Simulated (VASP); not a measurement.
Here is a VASP 6.6.1 calculation.

The input INCAR:

```
SYSTEM = Be
PREC = Accurate
ENCUT = 600
EDIFF = 1E-6
ISMEAR = -1
SIGMA = 0.05
LREAL = .False.
LASPH = .True.
NELM = 100
ALGO = Normal
ISIF = 4
LWAVE = .False.
LCHARG = .False.
GGA = PE
IBRION = 2
NSW = 50
EDIFFG = -0.005
```

The input KPOINTS:

```
Automatic mesh
0
Gamma
  20 20 18
  0 0 0
```

POSCAR

```
Be
1.0
    1.9473626841      0.0000000000      0.0000000000
   -0.9736813420      1.6864655548      0.0000000000
    0.0000000000      0.0000000000      2.2377071778
Be
1
Direct
    0.0000000000      0.0000000000      0.0000000000
```

Potentials or basis: VASP PAW PBE potentials, release 64 (Be).

The run is started by

```sh
$ cat potpaw_PBE.64/Be/POTCAR > POTCAR
$ mpirun -np 1 vasp_std > vasp.out
```

Question: Estimate the band gap on the k mesh.

Answer: Zero (band 1 reaches 10.96 eV, above the bottom of band 2 at 4.43 eV).

The path:
| step | energy change (eV) | largest force (eV/Å) | pressure (GPa) | volume (Å³) |
| --- | --- | --- | --- | --- |
| 1 | 0.0000 | 0.0000 | 41.54 | 7.35 |
| 2 | -0.0533 | 0.0000 | 32.97 | 7.35 |
| 3 | -0.0555 | 0.0000 | 34.04 | 7.35 |
| 4 | -0.0556 | 0.0000 | 34.16 | 7.35 |
